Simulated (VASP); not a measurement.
The system is PtSe2.

```
Pt Se
1.0
     0.00000    3.13090    3.13090
     3.13090    0.00000    3.13090
     3.13090    3.13090    0.00000
Pt Se
1 2
Cartesian
  0.0000 0.0000 0.0000
  1.5654 1.5654 1.5654
  4.6963 4.6963 4.6963
```

Base run:

| Quantity | Value |
| --- | --- |
| Program | VASP 6.6.1 |
| Functional | PBE |
| Potentials or basis | VASP PAW PBE potentials, release 64 (Pt, Se) |
| Cutoff | 500 eV |
| k mesh | 6 × 6 × 6 |
| Occupations | fermi-dirac, width 0.02 eV |
| Spin | no spin polarisation |

Its results: band gap on the k mesh zero (band 11 reaches 7.40 eV, above the bottom of band 12 at 6.94 eV); pressure 1.6 GPa.

Task: The run is repeated on the same cell with these changes: functional from PBE to r2SCAN; cutoff from 500 eV to 550 eV; k mesh from 6 × 6 × 6 to 4 × 4 × 4. What comes out?

Result: Band gap on the k mesh zero (band 11 reaches 7.19 eV, above the bottom of band 12 at 6.81 eV); pressure 0.1 GPa.

Several settings changed at once, so the effect can't be laid on one alone.

Caveats: some runs use coarse meshes; spin-orbit coupling is left out, which moves the levels of the heavy elements; the PAW data sets were made with another functional, which shifts forces and pressure a little (some runs).
